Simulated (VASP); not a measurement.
# Si (Fd-3m) in VASP: notebook

The runs below take Si through single point, with r2SCAN.

Program: VASP 6.6.1. These are calculated values, not measurements. Logs are shortened: lines on timing, memory, paths and dates and some standing lists are left out, and cuts for length are marked.

## Step 1: The cell of the first run

The structure is cubic, space group Fd-3m (No. 227). The conventional cell has a = 5.290 Å, b = 5.290 Å, c = 5.290 Å, α = 90.00°, β = 90.00°, γ = 90.00°. Within 3.0 Å of Si (site symmetry -43m) lie 4 Si at 2.29 Å.

## Step 2: Single point, r2SCAN

POSCAR reads:

```
Si
1.0
    2.6448091843      2.6448091843      0.0000000000
   -2.6448091843      2.6448091843      0.0000000000
    0.0000000000      2.6448091843      2.6448091843
Si
2
Direct
    0.2500000000      0.7500000000      0.5000000000
    0.0000000000      0.0000000000      0.0000000000
```

INCAR.step1 reads:

```
ALGO = Normal
EDIFF = 1E-4
ENCUT = 520
GGA = PE
ISMEAR = 0
LASPH = True
LCHARG = False
LREAL = False
LWAVE = True
NBANDS = 11
NELM = 100
PREC = Accurate
SIGMA = 0.01
```

INCAR.step2 reads:

```
ALGO = Normal
EDIFF = 1E-6
ENCUT = 520
ISIF = 2
ISMEAR = 0
ISTART = 1
LASPH = True
LCHARG = False
LMIXTAU = True
LREAL = False
LWAVE = False
METAGGA = R2SCAN
NBANDS = 11
NELM = 100
PREC = Accurate
SIGMA = 0.01
```

KPOINTS reads:

```
k-points
0
Gamma
  8 8 8
```

Potentials or basis: VASP PAW PBE potentials, release 64 (Si).

Started as:

```
$ cat potpaw_PBE.64/Si/POTCAR > POTCAR
$ cp INCAR.step1 INCAR
$ mpirun -np 1 vasp_std > vasp.out
$ cp INCAR.step2 INCAR
$ mpirun -np 1 vasp_std > vasp.out
```

OUTCAR:

```text
EDIFF = 1E-6
   ENCUT = 520
   ISIF = 2
   ISMEAR = 0
   ISTART = 1
   LASPH = True
   LREAL = False
   METAGGA = R2SCAN
   NELM = 100
   PREC = Accurate

 ion  position               nearest neighbor table
   1  0.250  0.750  0.500-   2 2.29   2 2.29   2 2.29   2 2.29
   2  0.000  0.000  0.000-   1 2.29   1 2.29   1 2.29   1 2.29

  LATTYP: Found a face centered cubic cell.
 ALAT       =     5.2896183686

  Lattice vectors:

 A1 = (   0.0000000000,   2.6448091843,   2.6448091843)
 A2 = (   2.6448091843,   0.0000000000,   2.6448091843)
 A3 = (   2.6448091843,   2.6448091843,   0.0000000000)

Analysis of symmetry for initial positions (statically):
=====================================================================
 Subroutine PRICEL returns:
 Original cell was already a primitive cell.

 Routine SETGRP: Setting up the symmetry group for a
 face centered cubic supercell.

 Subroutine GETGRP returns: Found 48 space group operations
 (whereof 24 operations were pure point group operations)
 out of a pool of 48 trial point group operations.

The static configuration has the point symmetry T_d .
 The point group associated with its full space group is O_h .

Analysis of symmetry for dynamics (positions and initial velocities):
=====================================================================
 Subroutine PRICEL returns:
 Original cell was already a primitive cell.

 Routine SETGRP: Setting up the symmetry group for a
 face centered cubic supercell.

 Subroutine GETGRP returns: Found 48 space group operations
 (whereof 24 operations were pure point group operations)
 out of a pool of 48 trial point group operations.

The dynamic configuration has the point symmetry T_d .
 The point group associated with its full space group is O_h .

 Subroutine INISYM returns: Found 48 space group operations
 (whereof 24 operations are pure point group operations),
 and found     1 'primitive' translations

----------------------------------------------------------------------------------------

                                     Primitive cell

  volume of cell :      37.0010

  direct lattice vectors                    reciprocal lattice vectors
     2.644809184  2.644809184  0.000000000     0.189049555  0.189049555 -0.189049555
    -2.644809184  2.644809184  0.000000000    -0.189049555  0.189049555 -0.189049555
     0.000000000  2.644809184  2.644809184     0.000000000  0.000000000  0.378099110

  length of vectors
     3.740325018  3.740325018  3.740325018     0.327443435  0.327443435  0.378099110

  position of ions in fractional coordinates (direct lattice)
     0.250000000  0.750000000  0.500000000
     0.000000000  0.000000000  0.000000000

  ion indices of the primitive-cell ions
   primitive index   ion index
                 1           1
                 2           2

----------------------------------------------------------------------------------------

 KPOINTS: k-points

Automatic generation of k-mesh.
 Grid dimensions read from file:
 generate k-points for:    8    8    8

 Generating k-lattice:

  Cartesian coordinates                     Fractional coordinates (reciprocal lattice)
     0.023631194  0.023631194 -0.023631194     0.125000000  0.000000000  0.000000000
    -0.023631194  0.023631194 -0.023631194     0.000000000  0.125000000  0.000000000
     0.000000000  0.000000000  0.047262389     0.000000000  0.000000000  0.125000000

  Length of vectors
     0.040930429  0.040930429  0.047262389

  Shift w.r.t. Gamma in fractional coordinates (k-lattice)
     0.000000000  0.000000000  0.000000000

 Subroutine IBZKPT returns following result:
 ===========================================

 Found     29 irreducible k-points:

 Following reciprocal coordinates:
            Coordinates               Weight
  0.000000  0.000000  0.000000      1.000000
  0.125000  0.000000  0.000000      8.000000
  0.250000  0.000000  0.000000      8.000000
  0.375000  0.000000  0.000000      8.000000
  0.500000  0.000000  0.000000      4.000000
  0.125000  0.125000  0.000000     12.000000
[... 16 lines left out ...]
  0.375000  0.250000  0.125000     48.000000
  0.500000  0.250000  0.125000     24.000000
 [... further k-points ...]
   k-points           NKPTS =     29   k-points in BZ     NKDIM =     29   number of bands    NBANDS=     11
   number of dos      NEDOS =    301   number of ions     NIONS =      2
   total plane-waves  NPLWV =  21952
   dimension x,y,z NGX =    28 NGY =   28 NGZ =   28
   dimension x,y,z NGXF=    56 NGYF=   56 NGZF=   56
   ions per type =               2
   NGX,Y,Z   is equivalent  to a cutoff of  12.45, 12.45, 12.45 a.u.
   NGXF,Y,Z  is equivalent  to a cutoff of  24.89, 24.89, 24.89 a.u.
 SYSTEM =  unknown system
   PREC   = accura    normal or accurate (medium, high low for compatibility)
   ISTART =      1    job   : 0-new  1-cont  2-samecut
   ICHARG =      0    charge: 1-file 2-atom 10-const
   ISPIN  =      1    spin polarized calculation?
   LNONCOLLINEAR =      F non collinear calculations
   LSORBIT =      F    spin-orbit coupling
   LASPH  =      T    aspherical Exc in radial PAW
   ENCUT  =  520.0 eV  38.22 Ry    6.18 a.u.   6.95  6.95  6.95*2*pi/ulx,y,z
   NELM   =    100;   NELMIN=  2; NELMDL=  0     # of ELM steps
   EDIFF  = 0.1E-05   stopping-criterion for ELM
   LREAL  =      F    real-space projection
   EDIFFG = 0.1E-04   stopping-criterion for IOM
   NSW    =      0    number of steps for IOM
   IBRION =     -1    ionic relax: 0-MD 1-quasi-New 2-CG
   NFREE  =      0    steps in history (QN), initial steepest desc. (CG)
   ISIF   =      2    stress and relaxation
   ISYM   =      2    0-nonsym 1-usesym 2-fastsym
   POTIM  = 0.5000    time-step for ionic-motion
   TEBEG  =    0.0;   TEEND  =   0.0 temperature during run
   PSTRESS=    0.0 pullay stress
   NELECT =       8.0000    total number of electrons
   NUPDOWN=      -1.0000    fix difference up-down
   EMIN   =  10.00;   EMAX   =-10.00  energy-range for DOS
   EFERMI =   0.00;   METHOD = LEGACY
   ISMEAR =     0;   SIGMA  =   0.01  broadening in eV -4-tet -1-fermi 0-gaus
   EFERMI_NEDOS =   21; number of points for ismear=-14 and -15
   IALGO  =     38    algorithm
   IMIX   =      4    mixing-type and parameters
     AMIX     =   0.40;   BMIX     =  1.00
     AMIX_MAG =   1.60;   BMIX_MAG =  1.00
  volume/ion in A,a.u.               =      18.50       124.85
  Fermi-wavevector in a.u.,A,eV,Ry     =   0.982578  1.856804 13.135881  0.965460
  Thomas-Fermi vector in A             =   2.113671
   LORBIT       =      0    0 simple, 1 ext, 2 COOP (PROOUT), +10 PAW based schemes
   METAGGA = R2SCAN    functional components
   LHFCALC =     F    Hartree Fock is set to
   AEXX    =    0.0000 exact exchange contribution
   IVDW    =     0    specifies the selected vdW correction
   LEPSILON=     F    determine dielectric tensor
   LRPA    =     F    only Hartree local field effects (RPA)
 non-spin polarized calculation
 Gauss-broadening in eV      SIGMA  =   0.01
  energy-cutoff  :      520.00
  volume of cell :       37.00
 maximum number of plane-waves:      1012
   NGX = 13   NGY = 13   NGZ = 13

 number of electron       8.0000000 magnetization

 Free energy of the ion-electron system (eV)
  ---------------------------------------------------
  ext. energy  EPLUGINS =         0.00000000
  ---------------------------------------------------
  free energy    TOTEN  =       -17.45521403 eV

  energy without entropy =      -17.45521403  energy(sigma->0) =      -17.45521403

 E-fermi :   6.6681     XC(G=0): -10.1728

 val. band max:        6.5738035226   @ k =   0.0000   0.0000   0.0000
 cond. band min:       7.2548314200   @ k =  -0.3750   0.3750   0.0000
 fundamental gap:      0.6810278974
 Fermi energy:         6.6680867642

 k-point     1 :       0.0000    0.0000    0.0000
  band No.  band energies     occupation
      1      -6.5357      2.00000
      2       6.5738      2.00000
      3       6.5738      2.00000
      4       6.5738      2.00000
      5       9.3639      0.00000
      6       9.3639      0.00000
      7       9.3639      0.00000
      8      11.5660      0.00000
      9      14.7304      0.00000
     10      14.7305      0.00000
     11      15.6581      0.00000

 k-point     2 :       0.1250    0.0000    0.0000
  band No.  band energies     occupation
      1      -6.3061      2.00000
      2       4.8927      2.00000
      3       6.2441      2.00000
      4       6.2441      2.00000
      5       9.5658      0.00000
      6       9.8485      0.00000
      7       9.8485      0.00000
      8      12.7162      0.00000
      9      14.2207      0.00000
     10      14.2207      0.00000
     11      16.4875      0.00000

 k-point     3 :       0.2500    0.0000    0.0000
  band No.  band energies     occupation
      1      -5.6343      2.00000
      2       2.3334      2.00000
      3       5.7150      2.00000
      4       5.7150      2.00000
      5       9.2236      0.00000
      6      10.3940      0.00000
      7      10.3940      0.00000
      8      14.2306      0.00000
      9      14.2306      0.00000
     10      14.8464      0.00000
     11      16.6294      0.00000

 k-point     4 :       0.3750    0.0000    0.0000
  band No.  band energies     occupation
      1      -4.6164      2.00000
      2       0.0727      2.00000
      3       5.3514      2.00000
      4       5.3515      2.00000
      5       8.8864      0.00000
      6      10.2598      0.00000
      7      10.2598      0.00000
      8      15.2651      0.00000
      9      15.8513      0.00000
     10      15.8513      0.00000
     11      17.8565      0.00000
[... 239 lines left out ...]
 k-point    22 :       0.2500    0.2500    0.1250
  band No.  band energies     occupation
      1      -5.0374      2.00000
      2       2.0433      2.00000
      3       3.5078      2.00000
      4       4.9734      2.00000
      5       9.2898      0.00000
      6      10.9747      0.00000
      7      11.2097      0.00000
      8      12.7146      0.00000
      9      15.1941      0.00000
     10      18.2411      0.00000
     11      18.9999      0.00000

 k-point    23 :       0.3750    0.2500    0.1250
  band No.  band energies     occupation
      1      -4.0263      2.00000
      2       0.2764      2.00000
      3       2.8713      2.00000
      4       4.3879      2.00000
      5       9.7628      0.00000
      6      10.5445      0.00000
      7      12.1553      0.00000
      8      13.1861      0.00000
      9      16.5629      0.00000
     10      17.4344      0.00000
     11      19.7523      0.00000

 k-point    24 :       0.5000    0.2500    0.1250
  band No.  band energies     occupation
      1      -3.2644      2.00000
      2      -0.8235      2.00000
      3       2.7525      2.00000
      4       4.1174      2.00000
      5       9.9216      0.00000
      6      10.1292      0.00000
      7      13.1470      0.00000
      8      14.4407      0.00000
      9      14.8701      0.00000
     10      18.1353      0.00000
     11      19.6793      0.00000

 [... further k-points ...]
[... 5 lines left out ...]
  --------------------------------------------------------------------------------------
  -------------------------------------------------------------------------------------
  Total        2.2565124      2.2565124      2.2565124     -0.0000000      0.0000000      0.0000000
  in kB       97.7091612     97.7091612     97.7091612     -0.0000000      0.0000000      0.0000000
  external PRESSURE =      97.7091612 kB  Pullay stress =       0.0000000 kB

 VOLUME and BASIS-vectors are now :
 -----------------------------------------------------------------------------
  energy-cutoff  :      520.00
  volume of cell :       37.00
      direct lattice vectors                 reciprocal lattice vectors
     2.644809184  2.644809184  0.000000000     0.189049555  0.189049555 -0.189049555
    -2.644809184  2.644809184  0.000000000    -0.189049555  0.189049555 -0.189049555
     0.000000000  2.644809184  2.644809184     0.000000000  0.000000000  0.378099110

 POSITION                                       TOTAL-FORCE (eV/Angst)
 -----------------------------------------------------------------------------------
     -1.32240      3.96721      1.32240         0.000000     -0.000000      0.000000
      0.00000      0.00000      0.00000        -0.000000      0.000000      0.000000
 -----------------------------------------------------------------------------------
    total drift:                                0.000000      0.000000     -0.000000

  FREE ENERGIE OF THE ION-ELECTRON SYSTEM (eV)
  ---------------------------------------------------
  free  energy   TOTEN  =       -17.4552140340 eV

  energy  without entropy=      -17.4552140340  energy(sigma->0) =      -17.45521403
```

Run time: 35 s. Hardware: 1 thread of Intel Xeon 6975P-C, shared host; peak memory 0.15 GiB.

Results:

- Free energy: -17.4552 eV
- Pressure: 9.8 GPa
- Band gap on the k mesh: 0.68 eV, indirect (least direct gap 2.79 eV)

Caveat: the PAW data sets were made with another functional, which shifts forces and pressure a little. r2SCAN opens gaps a little over a GGA but as a rule still falls short of measured ones.

## Step 3: Single point, r2SCAN

This run uses another cell than the first one, of 18.94 Å³/atom, 1.024 times its volume.

POSCAR reads:

```
Si
1.0
    2.6653940361      2.6653940361      0.0000000000
   -2.6653940361      2.6653940361      0.0000000000
    0.0000000000      2.6653940361      2.6653940361
Si
2
Direct
    0.2500000000      0.7500000000      0.5000000000
    0.0000000000      0.0000000000      0.0000000000
```

INCAR.step1 reads:

```
PREC = Accurate ; ENCUT = 520
ISMEAR = 0 ; SIGMA = 0.01
LREAL = False ; LASPH = True
NELM = 60 ; NBANDS = 11
GGA = PE ; ALGO = Normal
EDIFF = 1E-4 ; LWAVE = True
LCHARG = False
```

INCAR.step2 reads:

```
PREC = Accurate ; ENCUT = 520
EDIFF = 1E-6 ; ISMEAR = 0
SIGMA = 0.01 ; LREAL = False
LASPH = True ; NELM = 60
ALGO = Normal ; ISIF = 2
LWAVE = False ; LCHARG = False
METAGGA = R2SCAN ; LMIXTAU = True
NBANDS = 11 ; ISTART = 1
```

KPOINTS reads:

```
Automatic mesh
0
Gamma
  8 8 8
```

Potentials or basis: VASP PAW PBE potentials, release 64 (Si).

Started as:

```
$ cat potpaw_PBE.64/Si/POTCAR > POTCAR
$ cp INCAR.step1 INCAR
$ mpirun -np 1 vasp_std > vasp.out
$ cp INCAR.step2 INCAR
$ mpirun -np 1 vasp_std > vasp.out
```

Wall time 38 s (1 thread of Intel Xeon 6975P-C, shared host); peak memory 0.15 GiB.

It converged, with:

- Free energy: -17.4999 eV
- Pressure: 6.7 GPa
- Band gap on the k mesh: 0.72 eV, indirect (least direct gap 2.78 eV)

Levels at points of the mesh, in eV from the valence-band top:
```csv
k point,band 2,band 3,band 4,band 5,band 6,band 7
"(0.00, 0.00, 0.00)",0.00,0.00,0.00,2.78,2.78,2.78
"(0.50, 0.00, 0.00)",-7.55,-1.32,-1.32,2.10,3.56,3.56
"(0.50, 0.50, 0.00)",-8.35,-3.17,-3.17,0.81,0.81,11.40
```

Caveat: the PAW data sets were made with another functional, which shifts forces and pressure a little. r2SCAN opens gaps a little over a GGA but as a rule still falls short of measured ones.

## Step 4: Single point, r2SCAN

This run uses another cell than the first one, of 18.94 Å³/atom, 1.024 times its volume.

POSCAR is that of step 3.

INCAR.step1 reads:

```
SYSTEM = Si
  PREC = Accurate
  ENCUT = 520
  ISMEAR = 0
  SIGMA = 0.01
  LREAL = .FALSE.
  LASPH = .TRUE.
  NELM = 80
  NBANDS = 11
  GGA = PE
  ALGO = Normal
  EDIFF = 1E-4
  LWAVE = .TRUE.
  LCHARG = .FALSE.
```

INCAR.step2 reads:

```
SYSTEM = Si
  PREC = Accurate
  ENCUT = 520
  EDIFF = 1E-7
  ISMEAR = 0
  SIGMA = 0.01
  LREAL = .FALSE.
  LASPH = .TRUE.
  NELM = 80
  ALGO = Normal
  ISIF = 2
  LWAVE = .FALSE.
  LCHARG = .FALSE.
  METAGGA = R2SCAN
  LMIXTAU = .TRUE.
  NBANDS = 11
  ISTART = 1
```

KPOINTS reads:

```
regular mesh
0
G
  8 8 8
  0 0 0
```

Started as:

```
$ cat potpaw_PBE.64/Si/POTCAR > POTCAR
$ cp INCAR.step1 INCAR
$ mpirun -np 1 vasp_std > vasp.out
$ cp INCAR.step2 INCAR
$ mpirun -np 1 vasp_std > vasp.out
```

Wall time 42 s (1 thread of Intel Xeon 6975P-C, shared host); peak memory 0.15 GiB.

It converged, with:

```yaml
Free_energy: -17.4999 eV
Pressure: 6.7 GPa
Band_gap_on_the_k_mesh: 0.72 eV, indirect (least direct gap 2.78 eV)
```

Levels at points of the mesh, in eV from the valence-band top:
| k point | band 1 | band 2 | band 3 | band 4 | band 5 | band 6 | band 7 | band 8 | band 9 |
| --- | --- | --- | --- | --- | --- | --- | --- | --- | --- |
| (0.00, 0.00, 0.00) | -12.93 | 0.00 | 0.00 | 0.00 | 2.78 | 2.78 | 2.78 | 4.69 | 8.15 |
| (0.50, 0.00, 0.00) | -10.33 | -7.55 | -1.32 | -1.32 | 2.10 | 3.56 | 3.56 | 8.44 | 11.31 |
| (0.50, 0.50, 0.00) | -8.35 | -8.35 | -3.17 | -3.17 | 0.81 | 0.81 | 11.40 | 11.40 | 11.81 |

Caveat: the PAW data sets were made with another functional, which shifts forces and pressure a little. A k mesh can miss the band edges.
